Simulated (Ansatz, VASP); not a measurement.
# One calculation of FeCo3, two programs

```xyz
4
Lattice="3.6065 0.0000 0.0000 0.0000 3.6065 0.0000 0.0000 0.0000 3.6065" Properties=species:S:1:pos:R:3 pbc="T T T"
Fe    0.0000    0.0000    0.0000
Co    1.8032    1.8032    0.0000
Co    1.8032    0.0000    1.8032
Co    0.0000    1.8032    1.8032
```

Alike in both runs: task single point; functional r2SCAN; k mesh 12 × 12 × 12; occupations gaussian, width 0.1 eV; collinear spin.

|  | VASP | Ansatz |
| --- | --- | --- |
| version | VASP 6.6.1 | Ansatz 0.2.0 |
| potentials or method | VASP PAW PBE potentials, release 64 (Fe, Co), cutoff 520 eV | scalar-relativistic, plane waves, PAW |
| valence electrons in the cell | 35 | 67 |

```tsv
	VASP	Ansatz	Ansatz less VASP
gap on the k mesh at the Fermi level (eV)	none	none	-
pressure (GPa)	-10.5	-10.5	+0.03
net moment per atom (μB)	2.07	2.08	+0.006
size of the moment on the site where the two differ most (μB)	1.87	1.93	+0.064
```

VASP's potentials were made for PBE, not for r2SCAN. Site moments also hang on the region over which each program counts them. A gap of «none» marks a metal or a gap that the smearing closes. VASP's potentials hold 35 valence electrons a cell and Ansatz's 67, so a difference there can come from the potentials and not from the codes. Ansatz's warnings: stability check not made.
